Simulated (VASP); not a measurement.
Write the native input for VASP 6.6.1 that does the following.

| Quantity | Value |
| --- | --- |
| Task | single point |
| Functional | RPBE |
| Dispersion | D3(BJ) |
| Potentials or basis | VASP PAW PBE potentials, release 64 (C) |
| Cutoff | 520 eV |
| k mesh | 12 × 12 × 4 |
| Occupations | fermi-dirac, width 0.05 eV |
| Spin | no spin polarisation |
| Dipole correction | no |
| Further INCAR settings | ALGO = Normal; EDIFF = 1e-07; NBANDS = 26 |

The structure of C lies in POSCAR:

```
C
1.0
    2.5221000000      0.0000000000      0.0000000000
   -1.2610500000      2.1842026709      0.0000000000
    0.0000000000      0.0000000000      8.2371000000
C
8
Direct
    0.6666666667      0.3333333333      0.8437500000
    0.3333333333      0.6666666667      0.3437500000
    0.6666666667      0.3333333333      0.6562500000
    0.3333333333      0.6666666667      0.1562500000
    0.0000000000      0.0000000000      0.9062500000
    0.0000000000      0.0000000000      0.4062500000
    0.0000000000      0.0000000000      0.5937500000
    0.0000000000      0.0000000000      0.0937500000
```

These files were run (other wordings do the same):

INCAR

```
SYSTEM = C
PREC = Accurate ; ENCUT = 520
EDIFF = 1E-7 ; ISMEAR = -1
SIGMA = 0.05 ; LREAL = .False.
LASPH = .True. ; NELM = 100
ALGO = Normal ; ISIF = 2
LWAVE = .False. ; LCHARG = .True.
GGA = RP ; IVDW = 12
LELF = .True. ; LVHAR = .True.
NBANDS = 26
```

KPOINTS

```
regular mesh
0
Gamma
  12 12 4
  0 0 0
```

Potentials or basis: VASP PAW PBE potentials, release 64 (C).

The run is started by

```bash
$ cat potpaw_PBE.64/C/POTCAR > POTCAR
$ mpirun -np 1 vasp_std > vasp.out
```

Results of the run:

* Pressure: -9.6 GPa
* Largest force: 0.336 eV/Å
* Band gap on the k mesh: 4.41 eV (least direct gap 5.18 eV)
* Dispersion energy per atom: -0.583 eV

Caveat: the cell stands under tension; the PAW data sets were made with another functional, which shifts forces and pressure a little.

Wall time 87 s on 1 thread of AMD EPYC 7R13, on a shared host, peak memory 0.18 GiB.
